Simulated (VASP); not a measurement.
TaTi:

```xyz
2
Lattice="2.8186 0.0000 0.0000 -0.9268 2.6619 0.0000 0.0000 0.0000 4.6841" Properties=species:S:1:pos:R:3 pbc="T T T"
Ti    0.9459    1.3310    2.3421
Ta    0.0000    0.0000    0.0000
```

| Property | Result |
| --- | --- |
| Program | VASP 6.6.1 |
| Task | relaxation of volume and atoms at fixed shape |
| Functional | PBEsol |
| Potentials or basis | VASP PAW PBE potentials, release 64 (Ti_sv, Ta_pv) |
| Cutoff | 500 eV |
| k mesh | 9 × 9 × 5 |
| Occupations | methfessel-paxton, width 0.05 eV |
| Spin | no spin polarisation |

At the start: pressure -5.1 GPa; volume 17.57 Å³/atom.

Problem. How do energy, volume and symmetry change on relaxing?

Solution. Over 3 steps the energy falls by 9.4 meV/atom and the volume is 17.00 Å³/atom (-3.2 %); space group Cmmm (No. 65, to 0.05 Å).

The path:
```
step  energy change (eV)  largest force (eV/Å)  pressure (GPa)  volume (Å³)
   1              0.0000                0.0000           -5.11        35.15
   2              0.0231                0.0000            8.56        32.37
   3             -0.0188                0.0000           -0.06        34.01
```

Final structure:
```
Ti Ta
1.0
     2.78788    0.00000    0.00000
    -0.91664    2.63288    0.00000
     0.00000    0.00000    4.63301
Ti Ta
1 1
Direct
  0.50000 0.50000 0.50000
  0.00000 0.00000 0.00000
```

Caveat: the PAW data sets were made with another functional, which shifts forces and pressure a little.
